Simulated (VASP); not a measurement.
# CdGeAs2 (P-4m2) in VASP: single point with r2SCAN

Aim: the single point of CdGeAs2 with r2SCAN.

Everything below comes from runs of VASP 6.6.1. Logs are shortened: lines on timing, memory, paths and dates and some standing lists are left out, and cuts for length are marked.

**1. The cell of the first run**

Symmetry: P-4m2, No. 115, tetragonal system. The conventional cell has a = 4.156 Å, b = 4.156 Å, c = 6.238 Å, α = 90.00°, β = 90.00°, γ = 90.00°. Cd (site symmetry -4m2) has 4 As at 2.66 Å within 3.5 Å. Within 3.3 Å of As (site symmetry 2mm) lie 2 Ge at 2.54 Å and 2 Cd at 2.66 Å. Ge (site symmetry -4m2) has 4 As at 2.54 Å within 3.3 Å.

**2. Single point, r2SCAN (26.94 Å³/atom)**

POSCAR reads:

```
CdGeAs2
1.0
    4.1563208700      0.0000000000      0.0000000000
    0.0000000000      4.1563208700      0.0000000000
    0.0000000000      0.0000000000      6.2383188646
Cd As Ge
1 2 1
Direct
    0.0000000000      0.0000000000      0.0000000000
    0.0000000000      0.5000000000      0.2672334428
    0.5000000000      0.0000000000      0.7327665572
    0.5000000000      0.5000000000      0.5000000000
```

INCAR.step1 reads:

```
SYSTEM = CdGeAs2
PREC = Accurate
ENCUT = 520
ISMEAR = -1
SIGMA = 0.02
LREAL = .FALSE.
LASPH = .TRUE.
NELM = 100
NBANDS = 26
GGA = PE
ALGO = Normal
EDIFF = 1E-4
LWAVE = .TRUE.
LCHARG = .FALSE.
```

INCAR.step2 reads:

```
SYSTEM = CdGeAs2
PREC = Accurate
ENCUT = 520
EDIFF = 1E-6
ISMEAR = -1
SIGMA = 0.02
LREAL = .FALSE.
LASPH = .TRUE.
NELM = 100
ALGO = Normal
ISIF = 2
LWAVE = .FALSE.
LCHARG = .TRUE.
METAGGA = R2SCAN
LMIXTAU = .TRUE.
LELF = .TRUE.
LVHAR = .TRUE.
NBANDS = 26
ISTART = 1
```

KPOINTS reads:

```
Automatic mesh
0
G
  6 6 4
  0 0 0
```

Potentials or basis: VASP PAW PBE potentials, release 64 (Cd, As, Ge_d).

Started as:

```console
$ cat potpaw_PBE.64/Cd/POTCAR potpaw_PBE.64/As/POTCAR potpaw_PBE.64/Ge_d/POTCAR > POTCAR
$ cp INCAR.step1 INCAR
$ mpirun -np 1 vasp_std > vasp.out
$ cp INCAR.step2 INCAR
$ mpirun -np 1 vasp_std > vasp.out
```

OUTCAR:

```text
SYSTEM = CdGeAs2
   PREC = Accurate
   ENCUT = 520
   EDIFF = 1E-6
   ISMEAR = -1
   LREAL = .FALSE.
   LASPH = .TRUE.
   NELM = 100
   ISIF = 2
   METAGGA = R2SCAN
   ISTART = 1

 ion  position               nearest neighbor table
   1  0.000  0.000  0.000-   2 2.66   3 2.66   2 2.66   3 2.66
   2  0.000  0.500  0.267-   4 2.54   4 2.54   1 2.66   1 2.66
   3  0.500  0.000  0.733-   4 2.54   4 2.54   1 2.66   1 2.66
   4  0.500  0.500  0.500-   2 2.54   3 2.54   3 2.54   2 2.54

  LATTYP: Found a simple tetragonal cell.
 ALAT       =     4.1563208700
 C/A-ratio  =     1.5009233069

  Lattice vectors:

 A1 = (   4.1563208700,   0.0000000000,   0.0000000000)
 A2 = (   0.0000000000,   4.1563208700,   0.0000000000)
 A3 = (   0.0000000000,   0.0000000000,   6.2383188646)

Analysis of symmetry for initial positions (statically):
=====================================================================
 Subroutine PRICEL returns:
 Original cell was already a primitive cell.

 Routine SETGRP: Setting up the symmetry group for a
 simple tetragonal supercell.

 Subroutine GETGRP returns: Found  8 space group operations
 (whereof  8 operations were pure point group operations)
 out of a pool of 16 trial point group operations.

The static configuration has the point symmetry D_2d.

Analysis of symmetry for dynamics (positions and initial velocities):
=====================================================================
 Subroutine PRICEL returns:
 Original cell was already a primitive cell.

 Routine SETGRP: Setting up the symmetry group for a
 simple tetragonal supercell.

 Subroutine GETGRP returns: Found  8 space group operations
 (whereof  8 operations were pure point group operations)
 out of a pool of 16 trial point group operations.

The dynamic configuration has the point symmetry D_2d.

 Subroutine INISYM returns: Found  8 space group operations
 (whereof  8 operations are pure point group operations),
 and found     1 'primitive' translations

----------------------------------------------------------------------------------------

                                     Primitive cell

  volume of cell :     107.7670

  direct lattice vectors                    reciprocal lattice vectors
     4.156320870  0.000000000  0.000000000     0.240597401  0.000000000  0.000000000
     0.000000000  4.156320870  0.000000000     0.000000000  0.240597401  0.000000000
     0.000000000  0.000000000  6.238318865     0.000000000  0.000000000  0.160299597

  length of vectors
     4.156320870  4.156320870  6.238318865     0.240597401  0.240597401  0.160299597

  position of ions in fractional coordinates (direct lattice)
     0.000000000  0.000000000  0.000000000
     0.000000000  0.500000000  0.267233443
     0.500000000  0.000000000  0.732766557
     0.500000000  0.500000000  0.500000000

  ion indices of the primitive-cell ions
   primitive index   ion index
                 1           1
                 2           2
                 3           3
                 4           4

----------------------------------------------------------------------------------------

 KPOINTS: Automatic mesh

Automatic generation of k-mesh.
 Grid dimensions read from file:
 generate k-points for:    6    6    4

 Generating k-lattice:

  Cartesian coordinates                     Fractional coordinates (reciprocal lattice)
     0.040099567  0.000000000  0.000000000     0.166666667  0.000000000  0.000000000
     0.000000000  0.040099567  0.000000000     0.000000000  0.166666667  0.000000000
     0.000000000  0.000000000  0.040074899     0.000000000  0.000000000  0.250000000

  Length of vectors
     0.040099567  0.040099567  0.040074899

  Shift w.r.t. Gamma in fractional coordinates (k-lattice)
     0.000000000  0.000000000  0.000000000

 Subroutine IBZKPT returns following result:
 ===========================================

 Found     30 irreducible k-points:

 Following reciprocal coordinates:
            Coordinates               Weight
  0.000000  0.000000  0.000000      1.000000
  0.166667  0.000000  0.000000      4.000000
  0.333333  0.000000  0.000000      4.000000
  0.500000  0.000000  0.000000      2.000000
  0.166667  0.166667  0.000000      4.000000
  0.333333  0.166667  0.000000      8.000000
[... 16 lines left out ...]
  0.333333  0.000000  0.500000      4.000000
  0.500000  0.000000  0.500000      2.000000
 [... further k-points ...]
   k-points           NKPTS =     30   k-points in BZ     NKDIM =     30   number of bands    NBANDS=     26
   number of dos      NEDOS =    301   number of ions     NIONS =      4
   total plane-waves  NPLWV =  49152
   dimension x,y,z NGX =    32 NGY =   32 NGZ =   48
   dimension x,y,z NGXF=    64 NGYF=   64 NGZF=   96
   ions per type =               1   2   1
   NGX,Y,Z   is equivalent  to a cutoff of  12.80, 12.80, 12.79 a.u.
   NGXF,Y,Z  is equivalent  to a cutoff of  25.60, 25.60, 25.58 a.u.
 SYSTEM =  CdGeAs2
   PREC   = accura    normal or accurate (medium, high low for compatibility)
   ISTART =      1    job   : 0-new  1-cont  2-samecut
   ICHARG =      0    charge: 1-file 2-atom 10-const
   ISPIN  =      1    spin polarized calculation?
   LNONCOLLINEAR =      F non collinear calculations
   LSORBIT =      F    spin-orbit coupling
   LASPH  =      T    aspherical Exc in radial PAW
   ENCUT  =  520.0 eV  38.22 Ry    6.18 a.u.   7.73  7.73 11.60*2*pi/ulx,y,z
   NELM   =    100;   NELMIN=  2; NELMDL=  0     # of ELM steps
   EDIFF  = 0.1E-05   stopping-criterion for ELM
   LREAL  =      F    real-space projection
   EDIFFG = 0.1E-04   stopping-criterion for IOM
   NSW    =      0    number of steps for IOM
   IBRION =     -1    ionic relax: 0-MD 1-quasi-New 2-CG
   NFREE  =      0    steps in history (QN), initial steepest desc. (CG)
   ISIF   =      2    stress and relaxation
   ISYM   =      2    0-nonsym 1-usesym 2-fastsym
   POTIM  = 0.5000    time-step for ionic-motion
   TEBEG  =    0.0;   TEEND  =   0.0 temperature during run
   PSTRESS=    0.0 pullay stress
   NELECT =      36.0000    total number of electrons
   NUPDOWN=      -1.0000    fix difference up-down
   EMIN   =  10.00;   EMAX   =-10.00  energy-range for DOS
   EFERMI =   0.00;   METHOD = LEGACY
   ISMEAR =    -1;   SIGMA  =   0.02  broadening in eV -4-tet -1-fermi 0-gaus
   EFERMI_NEDOS =   21; number of points for ismear=-14 and -15
   IALGO  =     38    algorithm
   IMIX   =      4    mixing-type and parameters
     AMIX     =   0.40;   BMIX     =  1.00
     AMIX_MAG =   1.60;   BMIX_MAG =  1.00
  volume/ion in A,a.u.               =      26.94       181.81
  Fermi-wavevector in a.u.,A,eV,Ry     =   1.135918  2.146574 17.555739  1.290310
  Thomas-Fermi vector in A             =   2.272623
   LORBIT       =      0    0 simple, 1 ext, 2 COOP (PROOUT), +10 PAW based schemes
   METAGGA = R2SCAN    functional components
   LHFCALC =     F    Hartree Fock is set to
   AEXX    =    0.0000 exact exchange contribution
   IVDW    =     0    specifies the selected vdW correction
   LEPSILON=     F    determine dielectric tensor
   LRPA    =     F    only Hartree local field effects (RPA)
 non-spin polarized calculation
  energy-cutoff  :      520.00
  volume of cell :      107.77
 maximum number of plane-waves:      2922
 NGX is ok and might be reduce to    32
   NGX = 15   NGY = 15   NGZ = 23

 number of electron      36.0000028 magnetization

 Free energy of the ion-electron system (eV)
  ---------------------------------------------------
  ext. energy  EPLUGINS =         0.00000000
  ---------------------------------------------------
  free energy    TOTEN  =       -63.63122232 eV

  energy without entropy =      -63.63023493  energy(sigma->0) =      -63.63072862

 E-fermi :   2.5389     XC(G=0):  -9.6070

 val. band max:        2.5245682456   @ k =   0.1667   0.0000   0.0000
 cond. band min:       2.5747503089   @ k =   0.0000   0.0000   0.0000
 fundamental gap:      0.0501820632
 Fermi energy:         2.5388631226

 k-point     1 :       0.0000    0.0000    0.0000
  band No.  band energies     occupation
      1     -23.4170      2.00000
      2     -23.4170      2.00000
      3     -23.4084      2.00000
      4     -23.4064      2.00000
      5     -23.3794      2.00000
      6     -10.6074      2.00000
[... 18 lines left out ...]
     25       9.9419      0.00000
     26      11.7986      0.00000

 k-point     2 :       0.1667    0.0000    0.0000
  band No.  band energies     occupation
      1     -23.4179      2.00000
      2     -23.4169      2.00000
      3     -23.4073      2.00000
      4     -23.4058      2.00000
      5     -23.3797      2.00000
      6     -10.4408      2.00000
[... 18 lines left out ...]
     25      10.5270      0.00000
     26      10.8318      0.00000

 k-point     3 :       0.3333    0.0000    0.0000
  band No.  band energies     occupation
      1     -23.4196      2.00000
      2     -23.4168      2.00000
      3     -23.4068      2.00000
      4     -23.4032      2.00000
      5     -23.3802      2.00000
      6     -10.0117      2.00000
[... 18 lines left out ...]
     25       9.5013      0.00000
     26      10.0122      0.00000

 k-point     4 :       0.5000    0.0000    0.0000
  band No.  band energies     occupation
      1     -23.4203      2.00000
      2     -23.4168      2.00000
      3     -23.4068      2.00000
      4     -23.4019      2.00000
      5     -23.3805      2.00000
      6      -9.6867      2.00000
[... 18 lines left out ...]
     25       8.2881      0.00000
     26       9.7003      0.00000
[... 496 lines left out ...]
      1     -23.4180      2.00000
      2     -23.4169      2.00000
      3     -23.4073      2.00000
      4     -23.4058      2.00000
      5     -23.3797      2.00000
      6     -10.2780      2.00000
[... 18 lines left out ...]
     25       8.7882      0.00000
     26       9.5248      0.00000

 k-point    23 :       0.3333    0.0000    0.5000
  band No.  band energies     occupation
      1     -23.4196      2.00000
      2     -23.4168      2.00000
      3     -23.4068      2.00000
      4     -23.4032      2.00000
      5     -23.3802      2.00000
      6      -9.9167      2.00000
[... 18 lines left out ...]
     25       8.7324      0.00000
     26       9.7110      0.00000

 k-point    24 :       0.5000    0.0000    0.5000
  band No.  band energies     occupation
      1     -23.4203      2.00000
      2     -23.4168      2.00000
      3     -23.4068      2.00000
      4     -23.4018      2.00000
      5     -23.3805      2.00000
      6      -9.6818      2.00000
[... 18 lines left out ...]
     25       9.8326      0.00000
     26      10.1767      0.00000

 [... further k-points ...]

------------------------ aborting loop because EDIFF is reached ----------------------------------------

  FORCE on cell =-STRESS in cart. coord.  units (eV):
  Direction    XX          YY          ZZ          XY          YZ          ZX
  --------------------------------------------------------------------------------------
  -------------------------------------------------------------------------------------
  Total       -1.9566421     -1.9566421     -2.1568054      0.0000000      0.0000000      0.0000000
  in kB      -29.0895014    -29.0895014    -32.0653395      0.0000000      0.0000000      0.0000000
  external PRESSURE =     -30.0814475 kB  Pullay stress =       0.0000000 kB

 VOLUME and BASIS-vectors are now :
 -----------------------------------------------------------------------------
  energy-cutoff  :      520.00
  volume of cell :      107.77
      direct lattice vectors                 reciprocal lattice vectors
     4.156320870  0.000000000  0.000000000     0.240597401  0.000000000  0.000000000
     0.000000000  4.156320870  0.000000000     0.000000000  0.240597401  0.000000000
     0.000000000  0.000000000  6.238318865     0.000000000  0.000000000  0.160299597

 POSITION                                       TOTAL-FORCE (eV/Angst)
 -----------------------------------------------------------------------------------
      0.00000      0.00000      0.00000        -0.000000      0.000000      0.000000
      0.00000      2.07816      1.66709        -0.000000      0.000000      0.019870
      2.07816      0.00000      4.57123        -0.000000      0.000000     -0.019870
      2.07816      2.07816      3.11916         0.000000     -0.000000      0.000000
 -----------------------------------------------------------------------------------
    total drift:                                0.000000      0.000000     -0.000000

  FREE ENERGIE OF THE ION-ELECTRON SYSTEM (eV)
  ---------------------------------------------------
  free  energy   TOTEN  =       -63.6312223192 eV

  energy  without entropy=      -63.6302349299  energy(sigma->0) =      -63.63072862
```

Run time: 8.3 min. Hardware: 1 thread of Oxide Virtual Turin-like, shared host; peak memory 0.24 GiB.

What came out:

- Free energy: -63.6312 eV
- Pressure: -3.0 GPa
- Largest force: 0.020 eV/Å
- Band gap on the k mesh: zero (bands 18 and 19 overlap by 0.27 eV)

Forces in eV/Å, atoms in the order of the input:
```
Cd   0.000  0.000  0.000
As   0.000  0.000  0.020
As   0.000  0.000 -0.020
Ge   0.000  0.000  0.000
```

Levels at points of the mesh, in eV from the Fermi level:
| k point | band 16 | band 17 | band 18 | band 19 | band 20 | band 21 |
| --- | --- | --- | --- | --- | --- | --- |
| (0.00, 0.00, 0.00) | -1.01 | -0.57 | 0.04 | 0.04 | 0.88 | 2.58 |
| (0.50, 0.00, 0.00) | -3.39 | -2.46 | -0.32 | 0.71 | 3.94 | 4.18 |
| (0.50, 0.50, 0.00) | -2.86 | -2.86 | -1.88 | 1.14 | 1.53 | 1.53 |
| (0.00, 0.00, 0.50) | -2.81 | -0.80 | -0.80 | 0.92 | 0.92 | 3.81 |
| (0.50, 0.00, 0.50) | -1.93 | -1.22 | -0.54 | -0.23 | 1.76 | 3.43 |
| (0.50, 0.50, 0.50) | -3.30 | -3.30 | -2.88 | 2.46 | 3.84 | 3.84 |

Caveat: the cell stands under tension; semilocal functionals underestimate gaps, and a narrow one can read as zero; the PAW data sets were made with another functional, which shifts forces and pressure a little.

The gap in the log of VASP goes by the Fermi energy; the results here count the filled bands.